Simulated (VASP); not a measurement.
A run of VASP 6.6.1 is set up as follows.

Contents of INCAR:

```
SYSTEM = FePt
PREC = Accurate
ENCUT = 600
EDIFF = 1E-6
ISMEAR = 0
SIGMA = 0.1
LREAL = .False.
LASPH = .True.
NELM = 200
ALGO = Normal
ISIF = 2
LWAVE = .False.
LCHARG = .True.
ISPIN = 2
MAGMOM = 4 0
LORBIT = 11
LMAXMIX = 4
GGA = PE
LELF = .True.
LVHAR = .True.
NBANDS = 20
GGA_COMPAT = .False.
```

File KPOINTS:

```
Automatic mesh
0
Gamma
  8 8 4
  0 0 0
```

File POSCAR:

```
FePt
1.0
    1.5079479200     -2.1325604100      0.0000000000
    1.5079479200      2.1325604100      0.0000000000
    0.0000000000      0.0000000000      4.2651208100
Fe Pt
1 1
Direct
    0.5000000000      0.5000000000      0.5000000000
    0.0000000000      0.0000000000      0.0000000000
```

Potentials or basis: VASP PAW PBE potentials, release 64 (Fe, Pt).

Run with:

```sh
$ cat potpaw_PBE.64/Fe/POTCAR potpaw_PBE.64/Pt/POTCAR > POTCAR
$ mpirun -np 1 vasp_std > vasp.out
```

(1) Predict the net moment.

(2) Estimate the site moments.

Answers

(1) 3.26 μB per cell.

(2) Fe +2.94; Pt +0.29 μB.

Caveat: the k points lie up to 0.37 Å⁻¹ apart.
